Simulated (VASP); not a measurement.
Wanted: the native input for a VASP 6.6.1 run.

| Property | Result |
| --- | --- |
| Task | single point |
| Functional | PBEsol |
| Potentials or basis | VASP PAW PBE potentials, release 64 (Sn_d, Se, Zn, Cu) |
| Cutoff | 520 eV |
| k mesh | 6 × 6 × 6 |
| Occupations | fermi-dirac, width 0.05 eV |
| Spin | no spin polarisation |
| Dipole correction | no |
| Further INCAR settings | ALGO = Normal; EDIFF = 1e-06; NBANDS = 46 |

The structure of ZnCu2SnSe4 lies in POSCAR:

```
ZnCu2SnSe4
1.0
   -2.9433497400      2.9433497400      5.7398310000
    2.9433497400     -2.9433497400      5.7398310000
    2.9433497400      2.9433497400     -5.7398310000
Sn Se Zn Cu
1 4 1 2
Direct
    0.5000000000      0.5000000000      0.0000000000
    0.3634660000      0.8897130000      0.9932200000
    0.8964930000      0.3702460000      0.0067800000
    0.1102870000      0.1035070000      0.4737530000
    0.6297540000      0.6365340000      0.5262470000
    0.7500000000      0.2500000000      0.5000000000
    0.0000000000      0.0000000000      0.0000000000
    0.2500000000      0.7500000000      0.5000000000
```

One way to write it, as run:

INCAR

```
SYSTEM = ZnCu2SnSe4
  ALGO = Normal
  EDIFF = 1E-6
  ENCUT = 520
  GGA = PS
  ISIF = 2
  ISMEAR = -1
  LASPH = .TRUE.
  LCHARG = .FALSE.
  LREAL = .FALSE.
  LWAVE = .FALSE.
  NBANDS = 46
  NELM = 60
  PREC = Accurate
  SIGMA = 0.05
```

KPOINTS

```
k-points
0
G
  6 6 6
  0 0 0
```

Potentials or basis: VASP PAW PBE potentials, release 64 (Sn_d, Se, Zn, Cu).

Run with:

```bash
$ cat potpaw_PBE.64/Sn_d/POTCAR potpaw_PBE.64/Se/POTCAR potpaw_PBE.64/Zn/POTCAR potpaw_PBE.64/Cu/POTCAR > POTCAR
$ mpirun -np 1 vasp_std > vasp.out
```

Results of the run:

| Item | Value |
| --- | --- |
| Pressure | -4.7 GPa |
| Largest force | 0.084 eV/Å |
| Band gap on the k mesh | 0.09 eV |

Caveat: the cell stands under tension; semilocal functionals underestimate gaps, and a narrow one can read as zero; the PAW data sets were made with another functional, which shifts forces and pressure a little; spin-orbit coupling is left out, which moves the levels of the heavy elements.

Wall time 19 min on 1 thread of Intel Xeon 8259CL, on a shared host, peak memory 0.63 GiB.
